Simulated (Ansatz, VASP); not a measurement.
One calculation of ZnO, two programs

```xyz
4
Lattice="3.2354 0.0000 0.0000 -1.6177 2.8019 0.0000 0.0000 0.0000 5.2109" Properties=species:S:1:pos:R:3 pbc="T T T"
Zn    0.0000    1.8679    2.6037
Zn    1.6177    0.9340   -0.0018
O     1.6177    0.9340    1.9768
O     0.0000    1.8679    4.5822
```

Alike in both runs: task single point; functional r2SCAN; k mesh 12 × 12 × 6; no spin polarisation.

|  | VASP | Ansatz |
| --- | --- | --- |
| version | VASP 6.6.1 | Ansatz 0.2.0 |
| potentials or method | VASP PAW PBE potentials, release 64 (Zn, O) | plane waves, PAW |
| plane-wave cutoff (eV) | 660 | 500 |
| occupations | gaussian, width 0.01 eV | fixed |
| valence electrons in the cell | 36 | 36 |

Ansatz gave:

| Quantity | Value |
| --- | --- |
| gap on the k mesh at the Fermi level (eV) | 1.24 |
| pressure (GPa) | 0.0 |

Question: Which values does VASP return?

Answer: gap on the k mesh at the Fermi level (eV): 1.24; pressure (GPa): 0.6.

VASP's potentials were made for PBE, not for r2SCAN.
